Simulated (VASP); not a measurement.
# TiO2 (R-3m) in VASP: further runs

The runs below take TiO2 through single point, with PBE+D3(BJ)+U.

Program: VASP 6.6.1. These are calculated values, not measurements. Logs are shortened: lines on timing, memory, paths and dates and some standing lists are left out, and cuts for length are marked.

### Step 1. The cell of the first run

It takes space group R-3m (No. 166, trigonal). Conventional cell: a = 2.798 Å, b = 2.798 Å, c = 16.800 Å, α = 90.00°, β = 90.00°, γ = 120.00°. Within 2.6 Å of Ti (site symmetry -3m) lie 6 O at 1.95 Å. O (site symmetry 3m) has 3 Ti at 1.95 Å within 2.6 Å.

### Step 2. Single point, PBE+D3(BJ)+U

File INCAR:

```
PREC     = Accurate       # precision mode
ENCUT    = 1340           # plane-wave cutoff, eV
EDIFF    = 1E-6           # SCF threshold, eV
ISMEAR   = 0              # smearing method
SIGMA    = 0.05           # smearing width, eV
LREAL    = F              # projectors in reciprocal space
LASPH    = T              # aspherical terms in the spheres
NELM     = 200            # most SCF steps
ALGO     = Normal         # electronic algorithm
ISIF     = 2              # what is computed and relaxed
LWAVE    = F              # write WAVECAR
LCHARG   = T              # write CHGCAR
LMAXMIX  = 4              # l up to which the mixer works
LDAU     = T              # DFT+U
LDAUTYPE = 2            
LDAUL    = 2 -1           # shell
LDAUU    = 4 0            # U, eV
LDAUJ    = 0 0          
LDAUPRINT= 1            
GGA      = PE             # functional
IVDW     = 12             # dispersion correction
LELF     = T              # ELF
LVHAR    = T            
NBANDS   = 19             # bands
GGA_COMPAT= F
```

File KPOINTS:

```
regular mesh
0
Gamma
  9 9 9
```

File POSCAR:

```
TiO2
1.0
    1.3987500000      0.8075686890      5.6001000000
   -1.3987500000      0.8075686890      5.6001000000
    0.0000000000     -1.6151373781      5.6001000000
Ti O
1 2
Direct
    0.0000000000      0.0000000000      0.0000000000
    0.6017580785      0.6017580785      0.6017580785
    0.3982419215      0.3982419215      0.3982419215
```

Potentials or basis: VASP PAW PBE potentials, release 64 (Ti_sv, O_h).

Launch:

```
$ cat potpaw_PBE.64/Ti_sv/POTCAR potpaw_PBE.64/O_h/POTCAR > POTCAR
$ mpirun -np 1 vasp_std > vasp.out
```

OUTCAR:

```text
PREC = Accurate
   ENCUT = 1340
   EDIFF = 1E-6
   ISMEAR = 0
   LREAL = F
   LASPH = T
   NELM = 200
   ISIF = 2
   GGA = PE
   IVDW = 12
 IVDW          = 12

 ion  position               nearest neighbor table
   1  0.000  0.000  0.000-   2 1.95   3 1.95   2 1.95   2 1.95   3 1.95   3 1.95
   2  0.602  0.602  0.602-   1 1.95   1 1.95   1 1.95
   3  0.398  0.398  0.398-   1 1.95   1 1.95   1 1.95

  LATTYP: Found a trigonal (rhomboedric) cell.
 ALAT       =     5.8283607266
 COS(alpha) =     0.8848093183

  Lattice vectors:

 A1 = (   1.3987500000,   0.8075686890,   5.6001000000)
 A2 = (  -1.3987500000,   0.8075686890,   5.6001000000)
 A3 = (   0.0000000000,  -1.6151373781,   5.6001000000)

Analysis of symmetry for initial positions (statically):
=====================================================================
 Subroutine PRICEL returns:
 Original cell was already a primitive cell.

 Routine SETGRP: Setting up the symmetry group for a
 trigonal (rhombohedral) supercell.

 Subroutine GETGRP returns: Found 12 space group operations
 (whereof 12 operations were pure point group operations)
 out of a pool of 12 trial point group operations.

The static configuration has the point symmetry D_3d.

Analysis of symmetry for dynamics (positions and initial velocities):
=====================================================================
 Subroutine PRICEL returns:
 Original cell was already a primitive cell.

 Routine SETGRP: Setting up the symmetry group for a
 trigonal (rhombohedral) supercell.

 Subroutine GETGRP returns: Found 12 space group operations
 (whereof 12 operations were pure point group operations)
 out of a pool of 12 trial point group operations.

The dynamic configuration has the point symmetry D_3d.

 Subroutine INISYM returns: Found 12 space group operations
 (whereof 12 operations are pure point group operations),
 and found     1 'primitive' translations

----------------------------------------------------------------------------------------

                                     Primitive cell

  volume of cell :      37.9548

  direct lattice vectors                    reciprocal lattice vectors
     1.398750000  0.807568689  5.600100000     0.357462020  0.206380793  0.059522747
    -1.398750000  0.807568689  5.600100000    -0.357462020  0.206380793  0.059522747
     0.000000000 -1.615137378  5.600100000     0.000000000 -0.412761587  0.059522747

  length of vectors
     5.828360727  5.828360727  5.828360727     0.417031275  0.417031275  0.417031275

  position of ions in fractional coordinates (direct lattice)
     0.000000000  0.000000000  0.000000000
     0.601758078  0.601758078  0.601758078
     0.398241922  0.398241922  0.398241922

  ion indices of the primitive-cell ions
   primitive index   ion index
                 1           1
                 2           2
                 3           3

----------------------------------------------------------------------------------------

 KPOINTS: regular mesh

Automatic generation of k-mesh.
 Grid dimensions read from file:
 generate k-points for:    9    9    9

 Generating k-lattice:

  Cartesian coordinates                     Fractional coordinates (reciprocal lattice)
     0.039718002  0.022931199  0.006613639     0.111111111  0.000000000  0.000000000
    -0.039718002  0.022931199  0.006613639     0.000000000  0.111111111  0.000000000
     0.000000000 -0.045862399  0.006613639     0.000000000  0.000000000  0.111111111

  Length of vectors
     0.046336808  0.046336808  0.046336808

  Shift w.r.t. Gamma in fractional coordinates (k-lattice)
     0.000000000  0.000000000  0.000000000

 Subroutine IBZKPT returns following result:
 ===========================================

 Found     85 irreducible k-points:

 Following reciprocal coordinates:
            Coordinates               Weight
  0.000000  0.000000  0.000000      1.000000
  0.111111 -0.000000  0.000000      6.000000
  0.222222 -0.000000  0.000000      6.000000
  0.333333 -0.000000 -0.000000      6.000000
  0.444444 -0.000000  0.000000      6.000000
  0.111111  0.111111  0.000000      6.000000
[... 16 lines left out ...]
 -0.333333  0.333333  0.000000      6.000000
  0.444444  0.444444  0.000000      6.000000
 [... further k-points ...]
   k-points           NKPTS =     85   k-points in BZ     NKDIM =     85   number of bands    NBANDS=     19
   number of dos      NEDOS =    301   number of ions     NIONS =      3
   total plane-waves  NPLWV = 343000
   dimension x,y,z NGX =    70 NGY =   70 NGZ =   70
   dimension x,y,z NGXF=   140 NGYF=  140 NGZF=  140
   ions per type =               1   2
   NGX,Y,Z   is equivalent  to a cutoff of  19.97, 19.97, 19.97 a.u.
   NGXF,Y,Z  is equivalent  to a cutoff of  39.93, 39.93, 39.93 a.u.
 SYSTEM =  unknown system
   PREC   = accura    normal or accurate (medium, high low for compatibility)
   ISTART =      0    job   : 0-new  1-cont  2-samecut
   ICHARG =      2    charge: 1-file 2-atom 10-const
   ISPIN  =      1    spin polarized calculation?
   LNONCOLLINEAR =      F non collinear calculations
   LSORBIT =      F    spin-orbit coupling
   LASPH  =      T    aspherical Exc in radial PAW
   ENCUT  = 1340.0 eV  98.49 Ry    9.92 a.u.  17.40 17.40 17.40*2*pi/ulx,y,z
   NELM   =    200;   NELMIN=  2; NELMDL= -5     # of ELM steps
   EDIFF  = 0.1E-05   stopping-criterion for ELM
   LREAL  =      F    real-space projection
   EDIFFG = 0.1E-04   stopping-criterion for IOM
   NSW    =      0    number of steps for IOM
   IBRION =     -1    ionic relax: 0-MD 1-quasi-New 2-CG
   NFREE  =      0    steps in history (QN), initial steepest desc. (CG)
   ISIF   =      2    stress and relaxation
   ISYM   =      2    0-nonsym 1-usesym 2-fastsym
   POTIM  = 0.5000    time-step for ionic-motion
   TEBEG  =    0.0;   TEEND  =   0.0 temperature during run
   PSTRESS=    0.0 pullay stress
   NELECT =      24.0000    total number of electrons
   NUPDOWN=      -1.0000    fix difference up-down
   EMIN   =  10.00;   EMAX   =-10.00  energy-range for DOS
   EFERMI =   0.00;   METHOD = LEGACY
   ISMEAR =     0;   SIGMA  =   0.05  broadening in eV -4-tet -1-fermi 0-gaus
   EFERMI_NEDOS =   21; number of points for ismear=-14 and -15
   IALGO  =     38    algorithm
   IMIX   =      4    mixing-type and parameters
     AMIX     =   0.40;   BMIX     =  1.00
     AMIX_MAG =   1.60;   BMIX_MAG =  1.00
  volume/ion in A,a.u.               =      12.65        85.38
  Fermi-wavevector in a.u.,A,eV,Ry     =   1.405151  2.655351 26.864020  1.974450
  Thomas-Fermi vector in A             =   2.527641
   LORBIT       =      0    0 simple, 1 ext, 2 COOP (PROOUT), +10 PAW based schemes
 LDA+U is selected, type is set to LDAUTYPE =  2
   angular momentum for each species LDAUL =     2   -1
   U (eV)           for each species LDAUU =   4.0  0.0
   J (eV)           for each species LDAUJ =   0.0  0.0
   GGA     = PE    functional components
   LHFCALC =     F    Hartree Fock is set to
   AEXX    =    0.0000 exact exchange contribution
   IVDW    =    12    specifies the selected vdW correction
   LEPSILON=     F    determine dielectric tensor
   LRPA    =     F    only Hartree local field effects (RPA)
 non-spin polarized calculation
 Gauss-broadening in eV      SIGMA  =   0.05
  energy-cutoff  :     1340.00
  volume of cell :       37.95
 maximum number of plane-waves:      4264
 NGX is ok and might be reduce to    70
   NGX = 35   NGY = 35   NGZ = 35

atom =   1  type =  1  l = 2

 onsite density matrix

spin component  1

  0.1837  0.0000  0.0000 -0.0846  0.0000
  0.0000  0.2102 -0.0000  0.0000 -0.0846
  0.0000 -0.0000  0.1012  0.0000  0.0000
 -0.0846  0.0000  0.0000  0.2102 -0.0000
  0.0000 -0.0846  0.0000 -0.0000  0.1837

spin component  2

  0.1837  0.0000  0.0000 -0.0846  0.0000
  0.0000  0.2102 -0.0000  0.0000 -0.0846
  0.0000 -0.0000  0.1012  0.0000  0.0000
 -0.0846  0.0000  0.0000  0.2102 -0.0000
  0.0000 -0.0846  0.0000 -0.0000  0.1837

 occupancies and eigenvectors

  o =  0.1012  v =  0.0000 -0.0000  1.0000  0.0000 -0.0000  0.0000  0.0000  0.0000  0.0000  0.0000      0.0000  0.0000  0.0000  0.0000  0.0000  0.0000  0.0000  0.0000  0.0000  0.0000
  o =  0.1012  v =  0.0000  0.0000  0.0000  0.0000  0.0000  0.0000 -0.0000  1.0000  0.0000 -0.0000      0.0000  0.0000  0.0000  0.0000  0.0000  0.0000  0.0000  0.0000  0.0000  0.0000
  o =  0.1113  v =  0.0000  0.0000  0.0000  0.0000  0.0000 -0.7600  0.0000  0.0000 -0.6500  0.0000      0.0000  0.0000  0.0000  0.0000  0.0000  0.0000  0.0000  0.0000  0.0000  0.0000
  o =  0.1113  v = -0.7600  0.0000  0.0000 -0.6500  0.0000  0.0000  0.0000  0.0000  0.0000  0.0000      0.0000  0.0000  0.0000  0.0000  0.0000  0.0000  0.0000  0.0000  0.0000  0.0000
  o =  0.1113  v =  0.0000  0.0000  0.0000  0.0000  0.0000  0.0000 -0.6500 -0.0000 -0.0000 -0.7600      0.0000  0.0000  0.0000  0.0000  0.0000  0.0000  0.0000  0.0000  0.0000  0.0000
  o =  0.1113  v =  0.0000 -0.6500 -0.0000 -0.0000 -0.7600  0.0000  0.0000  0.0000  0.0000  0.0000      0.0000  0.0000  0.0000  0.0000  0.0000  0.0000  0.0000  0.0000  0.0000  0.0000
  o =  0.2826  v =  0.0000 -0.7600  0.0000  0.0000  0.6500  0.0000  0.0000  0.0000  0.0000  0.0000      0.0000  0.0000  0.0000  0.0000  0.0000  0.0000  0.0000  0.0000  0.0000  0.0000
  o =  0.2826  v =  0.0000  0.0000  0.0000  0.0000  0.0000  0.0000 -0.7600  0.0000  0.0000  0.6500      0.0000  0.0000  0.0000  0.0000  0.0000  0.0000  0.0000  0.0000  0.0000  0.0000
  o =  0.2826  v = -0.6500  0.0000 -0.0000  0.7600 -0.0000  0.0000  0.0000  0.0000  0.0000  0.0000      0.0000  0.0000  0.0000  0.0000  0.0000  0.0000  0.0000  0.0000  0.0000  0.0000
  o =  0.2826  v =  0.0000  0.0000  0.0000  0.0000  0.0000 -0.6500  0.0000 -0.0000  0.7600 -0.0000      0.0000  0.0000  0.0000  0.0000  0.0000  0.0000  0.0000  0.0000  0.0000  0.0000

 number of electron      24.0000000 magnetization

 Free energy of the ion-electron system (eV)
  ---------------------------------------------------
  ext. energy  EPLUGINS =         0.00000000
  ---------------------------------------------------
  free energy    TOTEN  =       -23.14013373 eV

  energy without entropy =      -23.14013373  energy(sigma->0) =      -23.14013373

 E-fermi :   2.4930     XC(G=0):  -9.8217

 val. band max:        2.1591775808   @ k =   0.4444   0.4444   0.4444
 cond. band min:       5.1445353754   @ k =   0.4444   0.4444   0.0000
 fundamental gap:      2.9853577946
 Fermi energy:         2.4929769946

 k-point     1 :       0.0000    0.0000    0.0000
  band No.  band energies     occupation
      1     -54.8184      2.00000
      2     -31.0529      2.00000
      3     -30.6506      2.00000
      4     -30.6506      2.00000
      5     -15.5045      2.00000
      6     -13.8505      2.00000
[... 11 lines left out ...]
     18      10.3804      0.00000
     19      14.0954      0.00000

 k-point     2 :       0.1111   -0.0000    0.0000
  band No.  band energies     occupation
      1     -54.8018      2.00000
      2     -31.0261      2.00000
      3     -30.7647      2.00000
      4     -30.6725      2.00000
      5     -15.3154      2.00000
      6     -13.9129      2.00000
[... 11 lines left out ...]
     18      10.8886      0.00000
     19      14.8449      0.00000

 k-point     3 :       0.2222   -0.0000    0.0000
  band No.  band energies     occupation
      1     -54.7595      2.00000
      2     -31.0499      2.00000
      3     -30.9528      2.00000
      4     -30.7275      2.00000
      5     -14.8531      2.00000
      6     -14.0496      2.00000
[... 434 lines left out ...]
      1     -54.6564      2.00000
      2     -31.2813      2.00000
      3     -31.2813      2.00000
      4     -30.7879      2.00000
      5     -14.0405      2.00000
      6     -14.0223      2.00000
[... 11 lines left out ...]
     18      17.0417      0.00000
     19      17.3800      0.00000

 k-point    24 :       0.4444    0.4444    0.0000
  band No.  band energies     occupation
      1     -54.6789      2.00000
      2     -31.5494      2.00000
      3     -30.8296      2.00000
      4     -30.8218      2.00000
      5     -14.5923      2.00000
      6     -13.6476      2.00000
[... 11 lines left out ...]
     18      14.7542      0.00000
     19      15.4719      0.00000

 [... further k-points ...]

------------------------ aborting loop because EDIFF is reached ----------------------------------------

 Edisp (eV)   -0.58834

 E8    (eV) :    -0.2289

  FORCE on cell =-STRESS in cart. coord.  units (eV):
  Direction    XX          YY          ZZ          XY          YZ          ZX
  --------------------------------------------------------------------------------------
  -------------------------------------------------------------------------------------
  Total       7.62077     7.62077    -1.74150     0.00000     0.00000    -0.00000
  in kB     321.69376   321.69376   -73.51359     0.00000     0.00000    -0.00000
  external pressure =      189.96 kB  Pullay stress =        0.00 kB

 VOLUME and BASIS-vectors are now :
 -----------------------------------------------------------------------------
  energy-cutoff  :     1340.00
  volume of cell :       37.95
      direct lattice vectors                 reciprocal lattice vectors
     1.398750000  0.807568689  5.600100000     0.357462020  0.206380793  0.059522747
    -1.398750000  0.807568689  5.600100000    -0.357462020  0.206380793  0.059522747
     0.000000000 -1.615137378  5.600100000     0.000000000 -0.412761587  0.059522747

 POSITION                                       TOTAL-FORCE (eV/Angst)
 -----------------------------------------------------------------------------------
      0.00000      0.00000      0.00000         0.000000      0.000000      0.000000
      0.00000     -0.00000     10.10972         0.000000     -0.000000      0.546638
      0.00000     -0.00000      6.69058         0.000000      0.000000     -0.546638
 -----------------------------------------------------------------------------------
    total drift:                               -0.000000      0.000000      0.000000

  FREE ENERGIE OF THE ION-ELECTRON SYSTEM (eV)
  ---------------------------------------------------
  free  energy   TOTEN  =       -23.7284765764 eV

  energy  without entropy=      -23.7284765764  energy(sigma->0) =      -23.72847658
```

Run time: 16 min. Hardware: 1 thread of Intel Xeon Platinum 8175M at 2.50GHz (Skylake/Cascade Lake), shared host; peak memory 0.77 GiB.

Results:

| Quantity | Value |
| --- | --- |
| Free energy | -23.7285 eV |
| Pressure | 19.0 GPa |
| Largest force | 0.547 eV/Å |
| Band gap on the k mesh | 2.99 eV (least direct gap 3.59 eV) |
| Dispersion energy per atom | -0.196 eV |

Forces on the atoms (eV/Å):
```
Ti   0.000  0.000  0.000
O    0.000  0.000  0.547
O    0.000  0.000 -0.547
```

Eigenvalues of the final occupation matrices:
| site | spin | trace | eigenvalues |
| --- | --- | --- | --- |
| site 1 d | 1 | 0.89 | 0.10 0.11 0.11 0.28 0.28 |
| site 1 d | 2 | 0.89 | 0.10 0.11 0.11 0.28 0.28 |

Caveat: the stress differs along the axes, from -7 to 32 GPa. A k mesh can miss the band edges.

[end of part 1 of 2]
